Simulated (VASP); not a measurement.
Crystal: PbS.

```
Pb S
1.0
     0.00000    3.09537    3.09537
     3.09537    0.00000    3.09537
     3.09537    3.09537    0.00000
Pb S
1 1
Cartesian
  0.0000 0.0000 0.0000
  3.0954 3.0954 3.0954
```

This cell differs from its parent crystal: strain +3.6%.

Base run:

| Quantity | Value |
| --- | --- |
| Program | VASP 6.6.1 |
| Functional | PBE |
| Potentials or basis | VASP PAW PBE potentials, release 64 (Pb_d, S) |
| Cutoff | 520 eV |
| k mesh | 8 × 8 × 8 |
| Occupations | fermi-dirac, width 0.02 eV |
| Spin | no spin polarisation |

Its results: band gap on the k mesh 0.75 eV; pressure -4.0 GPa.

The run is repeated on the same cell with these changes: functional from PBE to r2SCAN; occupations from fermi-dirac, width 0.02 eV to gaussian, width 0.01 eV. What comes out?

Band gap on the k mesh 1.02 eV; pressure -4.9 GPa.

Caveats: the cell stands under tension; spin-orbit coupling is left out, which moves the levels of the heavy elements; the PAW data sets were made with another functional, which shifts forces and pressure a little (at least some runs).

A k mesh can miss the band edges.
